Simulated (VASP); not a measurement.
# SnO2 (Pbcn) in VASP: single point with PBE

Aim: the single point of SnO2 with PBE.

Program: VASP 6.6.1. These are calculated values, not measurements. Logs are shortened: lines on timing, memory, paths and dates and some standing lists are left out, and cuts for length are marked.

## (1) The cell of the first run

Symmetry: Pbcn, No. 60, orthorhombic system. The conventional cell has a = 4.790 Å, b = 5.824 Å, c = 5.306 Å, α = 90.00°, β = 90.00°, γ = 90.00°. Sn (site symmetry 2) has 6 O at 2.06 to 2.14 Å within 2.7 Å. Within 2.7 Å of O (site symmetry 1) lie 3 Sn at 2.06 to 2.14 Å and 1 O at 2.67 Å.

## (2) Single point, PBE

Input file POSCAR:

```
SnO2
1.0
    4.7896505100      0.0000000000      0.0000000000
    0.0000000000      5.8240975982      0.0000000000
    0.0000000000      0.0000000000      5.3056811579
Sn O
4 8
Direct
    0.5000000000      0.6651700490      0.7500000000
    0.0000000000      0.8348299510      0.2500000000
    0.5000000000      0.3348299510      0.2500000000
    0.0000000000      0.1651700490      0.7500000000
    0.7301618009      0.6070596990      0.0781618358
    0.2301618009      0.8929403010      0.9218381642
    0.7698381991      0.8929403010      0.5781618358
    0.2698381991      0.6070596990      0.4218381642
    0.7301618009      0.3929403010      0.5781618358
    0.2301618009      0.1070596990      0.4218381642
    0.7698381991      0.1070596990      0.0781618358
    0.2698381991      0.3929403010      0.9218381642
```

Input file INCAR.step1:

```
SYSTEM = SnO2
ALGO = Normal
EDIFF = 1E-7
ENCUT = 520
GGA = PE
ISIF = 2
ISMEAR = 0
KPAR = 4
LASPH = .TRUE.
LCHARG = .TRUE.
LREAL = .FALSE.
LWAVE = .FALSE.
NBANDS = 64
NELM = 60
PREC = Accurate
SIGMA = 0.02
```

Input file KPOINTS.step1:

```
k-points
0
G
  6 6 6
  0 0 0
```

Input file INCAR.step2:

```
SYSTEM = SnO2
ALGO = Normal
EDIFF = 1E-7
ENCUT = 520
GGA = PE
ICHARG = 11
ISIF = 2
ISMEAR = -5
KPAR = 4
LASPH = .TRUE.
LCHARG = .FALSE.
LORBIT = 10
LREAL = .FALSE.
LWAVE = .FALSE.
NBANDS = 64
NEDOS = 2001
NELM = 60
PREC = Accurate
SIGMA = 0.02
```

Input file KPOINTS.step2:

```
k-points
0
G
  9 9 9
  0 0 0
```

Potentials or basis: VASP PAW PBE potentials, release 64 (Sn_d, O).

The run is started by

```bash
> cat potpaw_PBE.64/Sn_d/POTCAR potpaw_PBE.64/O/POTCAR > POTCAR
> cp INCAR.step1 INCAR
> cp KPOINTS.step1 KPOINTS
> mpirun -np 4 vasp_std > vasp.out
> cp INCAR.step2 INCAR
> cp KPOINTS.step2 KPOINTS
> mpirun -np 4 vasp_std > vasp.out
```

OUTCAR:

```text
SYSTEM = SnO2
   EDIFF = 1E-7
   ENCUT = 520
   GGA = PE
   ICHARG = 11
   ISIF = 2
   ISMEAR = -5
   LASPH = .TRUE.
   LORBIT = 10
   LREAL = .FALSE.
   NELM = 60
   PREC = Accurate

 ion  position               nearest neighbor table
   1  0.500  0.665  0.750-   6 2.06   7 2.06   5 2.09   8 2.09   9 2.14  12 2.14   3 3.28   3 3.28
                             2 3.71   2 3.71   2 3.71   2 3.71
   2  0.000  0.835  0.250-   5 2.06   8 2.06   7 2.09   6 2.09  10 2.14  11 2.14   4 3.28   4 3.28
                             1 3.71   1 3.71   1 3.71   1 3.71
   3  0.500  0.335  0.250-  10 2.06  11 2.06   9 2.09  12 2.09   5 2.14   8 2.14   1 3.28   1 3.28
                             4 3.71   4 3.71   4 3.71   4 3.71
   4  0.000  0.165  0.750-   9 2.06  12 2.06  11 2.09  10 2.09   6 2.14   7 2.14   2 3.28   2 3.28
                             3 3.71   3 3.71   3 3.71   3 3.71
   5  0.730  0.607  0.078-   2 2.06   1 2.09   3 2.14
   6  0.230  0.893  0.922-   1 2.06   2 2.09   4 2.14
   7  0.770  0.893  0.578-   1 2.06   2 2.09   4 2.14
   8  0.270  0.607  0.422-   2 2.06   1 2.09   3 2.14
   9  0.730  0.393  0.578-   4 2.06   3 2.09   1 2.14
  10  0.230  0.107  0.422-   3 2.06   4 2.09   2 2.14
  11  0.770  0.107  0.078-   3 2.06   4 2.09   2 2.14
  12  0.270  0.393  0.922-   4 2.06   3 2.09   1 2.14

  LATTYP: Found a simple orthorhombic cell.
 ALAT       =     4.7896505100
 B/A-ratio  =     1.1077386851
 C/A-ratio  =     1.2159754842

  Lattice vectors:

 A1 = (  -4.7896505100,   0.0000000000,   0.0000000000)
 A2 = (   0.0000000000,   0.0000000000,   5.3056811579)
 A3 = (   0.0000000000,   5.8240975982,   0.0000000000)

Analysis of symmetry for initial positions (statically):
=====================================================================
 Subroutine PRICEL returns:
 Original cell was already a primitive cell.

 Routine SETGRP: Setting up the symmetry group for a
 simple orthorhombic supercell.

 Subroutine GETGRP returns: Found  8 space group operations
 (whereof  2 operations were pure point group operations)
 out of a pool of  8 trial point group operations.

The static configuration has the point symmetry S_2 .
 The point group associated with its full space group is D_2h.

Analysis of symmetry for dynamics (positions and initial velocities):
=====================================================================
 Subroutine PRICEL returns:
 Original cell was already a primitive cell.

 Routine SETGRP: Setting up the symmetry group for a
 simple orthorhombic supercell.

 Subroutine GETGRP returns: Found  8 space group operations
 (whereof  2 operations were pure point group operations)
 out of a pool of  8 trial point group operations.

The dynamic configuration has the point symmetry S_2 .
 The point group associated with its full space group is D_2h.

 Subroutine INISYM returns: Found  8 space group operations
 (whereof  2 operations are pure point group operations),
 and found     1 'primitive' translations

----------------------------------------------------------------------------------------

                                     Primitive cell

  volume of cell :     148.0041

  direct lattice vectors                    reciprocal lattice vectors
     4.789650510  0.000000000  0.000000000     0.208783501  0.000000000  0.000000000
     0.000000000  5.824097598  0.000000000     0.000000000  0.171700419  0.000000000
     0.000000000  0.000000000  5.305681158     0.000000000  0.000000000  0.188477213

  length of vectors
     4.789650510  5.824097598  5.305681158     0.208783501  0.171700419  0.188477213

  position of ions in fractional coordinates (direct lattice)
     0.500000000  0.665170049  0.750000000
     0.000000000  0.834829951  0.250000000
     0.500000000  0.334829951  0.250000000
     0.000000000  0.165170049  0.750000000
     0.730161801  0.607059699  0.078161836
     0.230161801  0.892940301  0.921838164
     0.769838199  0.892940301  0.578161836
     0.269838199  0.607059699  0.421838164
     0.730161801  0.392940301  0.578161836
     0.230161801  0.107059699  0.421838164
     0.769838199  0.107059699  0.078161836
     0.269838199  0.392940301  0.921838164

  ion indices of the primitive-cell ions
[... 43 lines left out ...]
            Coordinates               Weight
  0.000000  0.000000  0.000000      1.000000
  0.111111  0.000000  0.000000      2.000000
  0.222222  0.000000  0.000000      2.000000
  0.333333  0.000000  0.000000      2.000000
  0.444444  0.000000  0.000000      2.000000
  0.000000  0.111111  0.000000      2.000000
[... 16 lines left out ...]
  0.222222  0.444444  0.000000      4.000000
  0.333333  0.444444  0.000000      4.000000
 [... further k-points ...]
   k-points           NKPTS =    125   k-points in BZ     NKDIM =    125   number of bands    NBANDS=     64
   number of dos      NEDOS =   2001   number of ions     NIONS =     12
   total plane-waves  NPLWV =  69120
   dimension x,y,z NGX =    36 NGY =   48 NGZ =   40
   dimension x,y,z NGXF=    72 NGYF=   96 NGZF=   80
   ions per type =               4   8
   NGX,Y,Z   is equivalent  to a cutoff of  12.50, 13.70, 12.53 a.u.
   NGXF,Y,Z  is equivalent  to a cutoff of  24.99, 27.40, 25.07 a.u.
 SYSTEM =  SnO2
   PREC   = accura    normal or accurate (medium, high low for compatibility)
   ISTART =      0    job   : 0-new  1-cont  2-samecut
   ICHARG =     11    charge: 1-file 2-atom 10-const
   ISPIN  =      1    spin polarized calculation?
   LNONCOLLINEAR =      F non collinear calculations
   LSORBIT =      F    spin-orbit coupling
   LASPH  =      T    aspherical Exc in radial PAW
   ENCUT  =  520.0 eV  38.22 Ry    6.18 a.u.   8.91 10.83  9.87*2*pi/ulx,y,z
   NELM   =     60;   NELMIN=  2; NELMDL=  0     # of ELM steps
   EDIFF  = 0.1E-06   stopping-criterion for ELM
   LREAL  =      F    real-space projection
   EDIFFG = 0.1E-05   stopping-criterion for IOM
   NSW    =      0    number of steps for IOM
   IBRION =     -1    ionic relax: 0-MD 1-quasi-New 2-CG
   NFREE  =      0    steps in history (QN), initial steepest desc. (CG)
   ISIF   =      2    stress and relaxation
   ISYM   =      2    0-nonsym 1-usesym 2-fastsym
   POTIM  = 0.5000    time-step for ionic-motion
   TEBEG  =    0.0;   TEEND  =   0.0 temperature during run
   PSTRESS=    0.0 pullay stress
   NELECT =     104.0000    total number of electrons
   NUPDOWN=      -1.0000    fix difference up-down
   EMIN   =  10.00;   EMAX   =-10.00  energy-range for DOS
   EFERMI =   0.00;   METHOD = LEGACY
   ISMEAR =    -5;   SIGMA  =   0.02  broadening in eV -4-tet -1-fermi 0-gaus
   EFERMI_NEDOS =   21; number of points for ismear=-14 and -15
   IALGO  =     38    algorithm
   IMIX   =      4    mixing-type and parameters
     AMIX     =   0.40;   BMIX     =  1.00
     AMIX_MAG =   1.60;   BMIX_MAG =  1.00
  volume/ion in A,a.u.               =      12.33        83.23
  Fermi-wavevector in a.u.,A,eV,Ry     =   1.455441  2.750386 28.821355  2.118310
  Thomas-Fermi vector in A             =   2.572476
   LORBIT       =     10    0 simple, 1 ext, 2 COOP (PROOUT), +10 PAW based schemes
   GGA     = PE    functional components
   LHFCALC =     F    Hartree Fock is set to
   AEXX    =    0.0000 exact exchange contribution
   IVDW    =     0    specifies the selected vdW correction
   LEPSILON=     F    determine dielectric tensor
   LRPA    =     F    only Hartree local field effects (RPA)
 non-spin polarized calculation
 Fermi weights with tetrahedron method with Bloechl corrections
  energy-cutoff  :      520.00
  volume of cell :      148.00
 maximum number of plane-waves:      4002
 NGX is ok and might be reduce to    36

 number of electron     104.0000061 magnetization

 Free energy of the ion-electron system (eV)
  ---------------------------------------------------
  ext. energy  EPLUGINS =         0.00000000
  ---------------------------------------------------
  free energy    TOTEN  =       -74.40790142 eV

  energy without entropy =      -74.40790142  energy(sigma->0) =      -74.40790142

 E-fermi :   5.4532     XC(G=0): -11.1161

 val. band max:        5.4506492432   @ k =   0.3333   0.0000   0.0000
 cond. band min:       6.4331517157   @ k =   0.0000   0.0000   0.0000
 fundamental gap:      0.9825024725
 Fermi energy:         5.4531655855

 k-point     1 :       0.0000    0.0000    0.0000
  band No.  band energies     occupation
      1     -15.1844      2.00000
      2     -15.0550      2.00000
      3     -14.9834      2.00000
      4     -14.7268      2.00000
      5     -14.6261      2.00000
      6     -14.4794      2.00000
[... 1597 lines left out ...]
     63      15.7226      0.00000
     64      15.7241      0.00000

 [... further k-points ...]

------------------------ aborting loop because EDIFF is reached ----------------------------------------

  FORCE on cell =-STRESS in cart. coord.  units (eV):
  Direction    XX          YY          ZZ          XY          YZ          ZX
  --------------------------------------------------------------------------------------
  -------------------------------------------------------------------------------------
  Total        0.4944361      0.5284219      0.6291342      0.0000000      0.0000000     -0.0000000
  in kB        5.3523822      5.7202861      6.8105200      0.0000000      0.0000000     -0.0000000
  external PRESSURE =       5.9610627 kB  Pullay stress =       0.0000000 kB

 VOLUME and BASIS-vectors are now :
 -----------------------------------------------------------------------------
  energy-cutoff  :      520.00
  volume of cell :      148.00
      direct lattice vectors                 reciprocal lattice vectors
     4.789650510  0.000000000  0.000000000     0.208783501  0.000000000  0.000000000
     0.000000000  5.824097598  0.000000000     0.000000000  0.171700419  0.000000000
     0.000000000  0.000000000  5.305681158     0.000000000  0.000000000  0.188477213

 POSITION                                       TOTAL-FORCE (eV/Angst)
 -----------------------------------------------------------------------------------
      2.39483      3.87402      3.97926        -0.000000      0.015596     -0.000000
      0.00000      4.86213      1.32642        -0.000000     -0.015596     -0.000000
      2.39483      1.95008      1.32642        -0.000000     -0.015596     -0.000000
      0.00000      0.96197      3.97926        -0.000000      0.015596     -0.000000
      3.49722      3.53557      0.41470         0.009929     -0.003550      0.004397
      1.10239      5.20057      4.89098         0.009929      0.003550     -0.004397
      3.68726      5.20057      3.06754        -0.009929      0.003550      0.004397
      1.29243      3.53557      2.23814        -0.009929     -0.003550     -0.004397
      3.49722      2.28852      3.06754         0.009929      0.003550      0.004397
      1.10239      0.62353      2.23814         0.009929     -0.003550     -0.004397
      3.68726      0.62353      0.41470        -0.009929     -0.003550      0.004397
      1.29243      2.28852      4.89098        -0.009929      0.003550     -0.004397
 -----------------------------------------------------------------------------------
    total drift:                                0.000000      0.000000      0.000000

  FREE ENERGIE OF THE ION-ELECTRON SYSTEM (eV)
  ---------------------------------------------------
  free  energy   TOTEN  =       -74.4079014152 eV

  energy  without entropy=      -74.4079014152  energy(sigma->0) =      -74.40790142

 total charge

# of ion       s       p       d       tot
------------------------------------------
    1        0.881   1.023  10.323  12.228
    2        0.881   1.023  10.323  12.228
    3        0.881   1.023  10.323  12.228
    4        0.881   1.023  10.323  12.228
    5        1.562   3.478   0.000   5.040
    6        1.562   3.478   0.000   5.040
    7        1.562   3.478   0.000   5.040
    8        1.562   3.478   0.000   5.040
    9        1.562   3.478   0.000   5.040
   10        1.562   3.478   0.000   5.040
   11        1.562   3.478   0.000   5.040
   12        1.562   3.478   0.000   5.040
--------------------------------------------------
tot         16.019  31.918  41.293  89.231
```

Run time: 13 min. Hardware: 4 MPI ranks of Oxide Virtual Turin-like, shared host; peak memory 0.83 GiB.

Results:

- Valence electrons inside the program's atomic spheres: Sn 12.23; O 5.04

Caveat: spin-orbit coupling is left out, which moves the levels of the heavy elements.
